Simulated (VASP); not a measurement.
# Sn (C2/c) in VASP: a series of runs

The runs below take Sn through single point, with LDA.

All numbers are computed with VASP 6.6.1; they aren't measurements. Logs are shortened: lines on timing, memory, paths and dates and some standing lists are left out, and cuts for length are marked.

### Step 1. The cell of the first run

The typed cell holds 2 atoms: a = 4.387 Å, b = 4.387 Å, c = 4.384 Å, α = 97.23°, β = 97.23°, γ = 138.40°.

### Step 2. Single point, LDA

Input file INCAR:

```
ALGO = Normal ; EDIFF = 1E-7
ENCUT = 520 ; GGA = CA
ISIF = 2 ; ISMEAR = -1
LASPH = T ; LCHARG = F
LREAL = F ; LWAVE = F
NBANDS = 21 ; NELM = 100
PREC = Accurate ; SIGMA = 0.1
```

Input file KPOINTS:

```
k-points
0
Gamma
  4 4 3
```

Input file POSCAR:

```
Sn
1.0
   -2.8994216605      2.9008009606      1.5581694818
    2.9008009606     -2.8994216605      1.5581694818
    2.8985835788      2.8985835788     -1.5556411493
Sn
2
Direct
    0.0000164062      0.9999835938      0.0000000000
    0.7499835938      0.2500164062      0.5000000000
```

Potentials or basis: VASP PAW LDA potentials, release 64 (Sn_d).

On the command line:

```sh
> cat potpaw_LDA.64/Sn_d/POTCAR > POTCAR
> mpirun -np 1 vasp_std > vasp.out
```

OUTCAR:

```text
EDIFF = 1E-7
   ENCUT = 520
   GGA = CA
   ISIF = 2
   ISMEAR = -1
   LASPH = T
   LREAL = F
   NELM = 100
   PREC = Accurate

 ion  position               nearest neighbor table
   1  0.000  1.000  0.000-   2 3.00   2 3.00   2 3.00   2 3.00   2 3.72   2 3.72   2 3.73   2 3.73

   2  0.750  0.250  0.500-   1 3.00   1 3.00   1 3.00   1 3.00   1 3.72   1 3.72   1 3.73   1 3.73

  LATTYP: Found a base centered monoclinic cell.
 ALAT       =     3.1163395741
 B/A-ratio  =     2.6321757628
 C/A-ratio  =     1.4069300504
 COS(beta)  =    -0.3542216887

  Lattice vectors:

 A1 = (  -2.8994216605,   2.9008009606,   1.5581694818)
 A2 = (   2.9008009606,  -2.8994216605,   1.5581694818)
 A3 = (   2.8985835788,   2.8985835788,  -1.5556411493)

Analysis of symmetry for initial positions (statically):
=====================================================================
 Subroutine PRICEL returns:
 Original cell was already a primitive cell.

 Routine SETGRP: Setting up the symmetry group for a
 base centered monoclinic supercell.

 Subroutine GETGRP returns: Found  4 space group operations
 (whereof  2 operations were pure point group operations)
 out of a pool of  4 trial point group operations.

The static configuration has the point symmetry C_2 .
 The point group associated with its full space group is C_2h.

Analysis of symmetry for dynamics (positions and initial velocities):
=====================================================================
 Subroutine PRICEL returns:
 Original cell was already a primitive cell.

 Routine SETGRP: Setting up the symmetry group for a
 base centered monoclinic supercell.

 Subroutine GETGRP returns: Found  4 space group operations
 (whereof  2 operations were pure point group operations)
 out of a pool of  4 trial point group operations.

The dynamic configuration has the point symmetry C_2 .
 The point group associated with its full space group is C_2h.

 Subroutine INISYM returns: Found  4 space group operations
 (whereof  2 operations are pure point group operations),
 and found     1 'primitive' translations

----------------------------------------------------------------------------------------

                                     Primitive cell

  volume of cell :      52.4057

  direct lattice vectors                    reciprocal lattice vectors
    -2.899421660  2.900800961  1.558169482    -0.000114965  0.172292210  0.320813149
     2.900800961 -2.899421660  1.558169482     0.172292210 -0.000114965  0.320813149
     2.898583579  2.898583579 -1.555641149     0.172457079  0.172457079 -0.000152660

  length of vectors
     4.387389236  4.387389236  4.384471794     0.364150649  0.364150649  0.243891188

  position of ions in fractional coordinates (direct lattice)
     0.000016406  0.999983594  1.000000000
     0.749983594  0.250016406  0.500000000

  ion indices of the primitive-cell ions
   primitive index   ion index
                 1           1
                 2           2

----------------------------------------------------------------------------------------

 KPOINTS: k-points

Automatic generation of k-mesh.
 Grid dimensions read from file:
 generate k-points for:    4    4    3

 Generating k-lattice:

  Cartesian coordinates                     Fractional coordinates (reciprocal lattice)
    -0.000028741  0.043073053  0.080203287     0.250000000 -0.000000000  0.000000000
     0.043073053 -0.000028741  0.080203287    -0.000000000  0.250000000  0.000000000
     0.057485693  0.057485693 -0.000050887    -0.000000000 -0.000000000  0.333333333

  Length of vectors
     0.091037662  0.091037662  0.081297063

  Shift w.r.t. Gamma in fractional coordinates (k-lattice)
     0.000000000  0.000000000  0.000000000

 Subroutine IBZKPT returns following result:
 ===========================================

 Found     17 irreducible k-points:

 Following reciprocal coordinates:
            Coordinates               Weight
  0.000000  0.000000  0.000000      1.000000
  0.250000  0.000000  0.000000      4.000000
  0.500000  0.000000  0.000000      2.000000
  0.250000  0.250000  0.000000      2.000000
  0.500000  0.250000  0.000000      4.000000
 -0.250000  0.250000  0.000000      2.000000
[... 9 lines left out ...]
 -0.250000  0.500000  0.333333      4.000000
 -0.250000 -0.250000  0.333333      2.000000
   k-points           NKPTS =     17   k-points in BZ     NKDIM =     17   number of bands    NBANDS=     21
   number of dos      NEDOS =    301   number of ions     NIONS =      2
   total plane-waves  NPLWV =  46656
   dimension x,y,z NGX =    36 NGY =   36 NGZ =   36
   dimension x,y,z NGXF=    72 NGYF=   72 NGZF=   72
   ions per type =               2
   NGX,Y,Z   is equivalent  to a cutoff of  13.64, 13.64, 13.65 a.u.
   NGXF,Y,Z  is equivalent  to a cutoff of  27.28, 27.28, 27.30 a.u.
 SYSTEM =  unknown system
   PREC   = accura    normal or accurate (medium, high low for compatibility)
   ISTART =      0    job   : 0-new  1-cont  2-samecut
   ICHARG =      2    charge: 1-file 2-atom 10-const
   ISPIN  =      1    spin polarized calculation?
   LNONCOLLINEAR =      F non collinear calculations
   LSORBIT =      F    spin-orbit coupling
   LASPH  =      T    aspherical Exc in radial PAW
   ENCUT  =  520.0 eV  38.22 Ry    6.18 a.u.   8.16  8.16  8.15*2*pi/ulx,y,z
   NELM   =    100;   NELMIN=  2; NELMDL= -5     # of ELM steps
   EDIFF  = 0.1E-06   stopping-criterion for ELM
   LREAL  =      F    real-space projection
   EDIFFG = 0.1E-05   stopping-criterion for IOM
   NSW    =      0    number of steps for IOM
   IBRION =     -1    ionic relax: 0-MD 1-quasi-New 2-CG
   NFREE  =      0    steps in history (QN), initial steepest desc. (CG)
   ISIF   =      2    stress and relaxation
   ISYM   =      2    0-nonsym 1-usesym 2-fastsym
   POTIM  = 0.5000    time-step for ionic-motion
   TEBEG  =    0.0;   TEEND  =   0.0 temperature during run
   PSTRESS=    0.0 pullay stress
   NELECT =      28.0000    total number of electrons
   NUPDOWN=      -1.0000    fix difference up-down
   EMIN   =  10.00;   EMAX   =-10.00  energy-range for DOS
   EFERMI =   0.00;   METHOD = LEGACY
   ISMEAR =    -1;   SIGMA  =   0.10  broadening in eV -4-tet -1-fermi 0-gaus
   EFERMI_NEDOS =   21; number of points for ismear=-14 and -15
   IALGO  =     38    algorithm
   IMIX   =      4    mixing-type and parameters
     AMIX     =   0.40;   BMIX     =  1.00
     AMIX_MAG =   1.60;   BMIX_MAG =  1.00
  volume/ion in A,a.u.               =      26.20       176.83
  Fermi-wavevector in a.u.,A,eV,Ry     =   1.328418  2.510346 24.010122  1.764694
  Thomas-Fermi vector in A             =   2.457657
   LORBIT       =      0    0 simple, 1 ext, 2 COOP (PROOUT), +10 PAW based schemes
   GGA     = CA    functional components
   LHFCALC =     F    Hartree Fock is set to
   AEXX    =    0.0000 exact exchange contribution
   IVDW    =     0    specifies the selected vdW correction
   LEPSILON=     F    determine dielectric tensor
   LRPA    =     F    only Hartree local field effects (RPA)
 non-spin polarized calculation
  energy-cutoff  :      520.00
  volume of cell :       52.41
 maximum number of plane-waves:      1430
 NGX is ok and might be reduce to    36
   NGX = 17   NGY = 17   NGZ = 17

 number of electron      28.0000007 magnetization

 Free energy of the ion-electron system (eV)
  ---------------------------------------------------
  ext. energy  EPLUGINS =         0.00000000
  ---------------------------------------------------
  free energy    TOTEN  =        -8.85626426 eV

  energy without entropy =       -8.81958495  energy(sigma->0) =       -8.83792461

 E-fermi :   8.2324     XC(G=0): -10.7140

 val. band max:        8.1376099049   @ k =   0.5000   0.0000   0.3333
 cond. band min:       8.3423288447   @ k =  -0.2500  -0.2500   0.3333
 fundamental gap:      0.2047189398
 Fermi energy:         8.2323911932

 k-point     1 :       0.0000    0.0000    0.0000
  band No.  band energies     occupation
      1     -13.4521      2.00000
      2     -13.3971      2.00000
      3     -13.3408      2.00000
      4     -13.3120      2.00000
      5     -13.1474      2.00000
      6     -13.1368      2.00000
[... 13 lines left out ...]
     20      18.1178      0.00000
     21      18.8281      0.00000

 k-point     2 :       0.2500    0.0000    0.0000
  band No.  band energies     occupation
      1     -13.4136      2.00000
      2     -13.2855      2.00000
      3     -13.2731      2.00000
      4     -13.2371      2.00000
      5     -13.2095      2.00000
      6     -13.1660      2.00000
[... 13 lines left out ...]
     20      15.5332      0.00000
     21      16.8405      0.00000

 k-point     3 :       0.5000    0.0000    0.0000
  band No.  band energies     occupation
      1     -13.3754      2.00000
      2     -13.3062      2.00000
      3     -13.2910      2.00000
      4     -13.2411      2.00000
      5     -13.2052      2.00000
      6     -13.1941      2.00000
[... 13 lines left out ...]
     20      17.9075      0.00000
     21      18.1059      0.00000

 k-point     4 :       0.2500    0.2500    0.0000
  band No.  band energies     occupation
      1     -13.3925      2.00000
      2     -13.3005      2.00000
      3     -13.2589      2.00000
      4     -13.2373      2.00000
      5     -13.2251      2.00000
      6     -13.1727      2.00000
[... 13 lines left out ...]
     20      16.7945      0.00000
     21      17.2460      0.00000

 k-point     5 :       0.5000    0.2500    0.0000
  band No.  band energies     occupation
      1     -13.3541      2.00000
      2     -13.2995      2.00000
      3     -13.2949      2.00000
      4     -13.2283      2.00000
      5     -13.2086      2.00000
      6     -13.1549      2.00000
[... 13 lines left out ...]
     20      17.3147      0.00000
     21      18.2716      0.00000
[... 214 lines left out ...]
     20      19.7088      0.00000
     21      19.8081      0.00000

 k-point    15 :       0.5000    0.5000    0.3333
  band No.  band energies     occupation
      1     -13.4030      2.00000
      2     -13.4025      2.00000
      3     -13.2110      2.00000
      4     -13.2065      2.00000
      5     -13.1561      2.00000
      6     -13.1524      2.00000
[... 13 lines left out ...]
     20      19.7396      0.00000
     21      20.5727      0.00000

 k-point    16 :      -0.2500    0.5000    0.3333
  band No.  band energies     occupation
      1     -13.3411      2.00000
      2     -13.3040      2.00000
      3     -13.2148      2.00000
      4     -13.2054      2.00000
      5     -13.1857      2.00000
      6     -13.1734      2.00000
[... 13 lines left out ...]
     20      18.5836      0.00000
     21      19.9184      0.00000

 k-point    17 :      -0.2500   -0.2500    0.3333
  band No.  band energies     occupation
      1     -13.3781      2.00000
      2     -13.2822      2.00000
      3     -13.2724      2.00000
      4     -13.2287      2.00000
      5     -13.2147      2.00000
      6     -13.2033      2.00000
[... 13 lines left out ...]
     20      18.4897      0.00000
     21      18.7514      0.00000

------------------------ aborting loop because EDIFF is reached ----------------------------------------

  FORCE on cell =-STRESS in cart. coord.  units (eV):
  Direction    XX          YY          ZZ          XY          YZ          ZX
  --------------------------------------------------------------------------------------
  -------------------------------------------------------------------------------------
  Total       -0.1103579     -0.1103579      0.6362446     -0.0527220      0.1120490      0.1120490
  in kB       -3.3739276     -3.3739276     19.4516466     -1.6118487      3.4256290      3.4256286
  external PRESSURE =       4.2345971 kB  Pullay stress =       0.0000000 kB

 VOLUME and BASIS-vectors are now :
 -----------------------------------------------------------------------------
  energy-cutoff  :      520.00
  volume of cell :       52.41
      direct lattice vectors                 reciprocal lattice vectors
    -2.899421660  2.900800961  1.558169482    -0.000114965  0.172292210  0.320813149
     2.900800961 -2.899421660  1.558169482     0.172292210 -0.000114965  0.320813149
     2.898583579  2.898583579 -1.555641149     0.172457079  0.172457079 -0.000152660

 POSITION                                       TOTAL-FORCE (eV/Angst)
 -----------------------------------------------------------------------------------
      2.90071     -2.89933      1.55817        -0.072131      0.072131      0.000000
      0.00002      2.89994      0.78035         0.072131     -0.072131     -0.000000
 -----------------------------------------------------------------------------------
    total drift:                               -0.000000     -0.000000     -0.000000

  FREE ENERGIE OF THE ION-ELECTRON SYSTEM (eV)
  ---------------------------------------------------
  free  energy   TOTEN  =        -8.8562642590 eV

  energy  without entropy=       -8.8195849531  energy(sigma->0) =       -8.83792461
```

It took 32 s on 1 thread of Intel Xeon 8259CL, shared host; peak memory 0.17 GiB.

What came out:

```
Free energy            : -8.8563 eV
Pressure               : 0.4 GPa
Largest force          : 0.102 eV/Å
Band gap on the k mesh : zero (bands 14 and 15 overlap by 1.65 eV)
```

Forces on the atoms (eV/Å):
```
Sn  -0.072  0.072  0.000
Sn   0.072 -0.072  0.000
```

Stress tensor (GPa, compression positive):
```
-0.34 -0.16  0.34
-0.16 -0.34  0.34
 0.34  0.34  1.95
```

Caveat: the k points lie up to 0.57 Å⁻¹ apart, too coarse for converged energies and pressures of a metal; spin-orbit coupling is left out, which moves the levels of the heavy elements.

### Step 3. Single point, LDA

Input file INCAR:

```
ALGO = Normal
EDIFF = 1E-7
ENCUT = 520
GGA = CA
ISIF = 2
ISMEAR = -1
LASPH = True
LCHARG = False
LREAL = False
LWAVE = False
NBANDS = 21
NELM = 60
PREC = Accurate
SIGMA = 0.1
```

Input file KPOINTS:

```
k-points
0
Gamma
  6 6 4
```

POSCAR is that of step 2.

Potentials or basis: VASP PAW LDA potentials, release 64 (Sn_d).

On the command line:

```sh
> cat potpaw_LDA.64/Sn_d/POTCAR > POTCAR
> mpirun -np 1 vasp_std > vasp.out
```

Wall time 70 s (1 thread of Intel Xeon 8259CL, shared host); peak memory 0.19 GiB.

The run converged. Its results:

| Item | Value |
| --- | --- |
| Free energy | -9.0193 eV |
| Pressure | -0.1 GPa |
| Largest force | 0.042 eV/Å |
| Band gap on the k mesh | zero (bands 14 and 15 overlap by 3.89 eV) |

Forces on the atoms (eV/Å):
```
Sn  -0.030  0.030  0.000
Sn   0.030 -0.030  0.000
```

Stress tensor (GPa, compression positive):
```
 0.18  0.32  0.46
 0.32  0.18  0.46
 0.46  0.46 -0.62
```

Levels at points of the mesh, in eV from the Fermi level:
```tsv
k point	band 12	band 13	band 14	band 15	band 16	band 17
(0.00, 0.00, 0.00)	-3.86	-2.22	-2.21	2.88	6.12	6.12
(0.50, 0.00, 0.00)	-5.58	-2.44	-1.92	-1.23	2.21	2.80
(0.50, 0.50, 0.00)	-9.23	0.43	0.43	1.43	1.43	6.23
(0.00, 0.00, 0.50)	-9.23	0.43	0.43	1.43	1.43	6.24
(0.50, 0.00, 0.50)	-5.58	-2.45	-1.93	-1.24	2.21	2.78
(0.50, 0.50, 0.50)	-7.85	-5.08	-5.08	5.30	5.30	9.33
```

Caveat: the k points lie up to 0.38 Å⁻¹ apart, too coarse for converged energies and pressures of a metal; spin-orbit coupling is left out, which moves the levels of the heavy elements.

[end of part 1 of 2]

The gap in the log of VASP goes by the Fermi energy; the results here count the filled bands.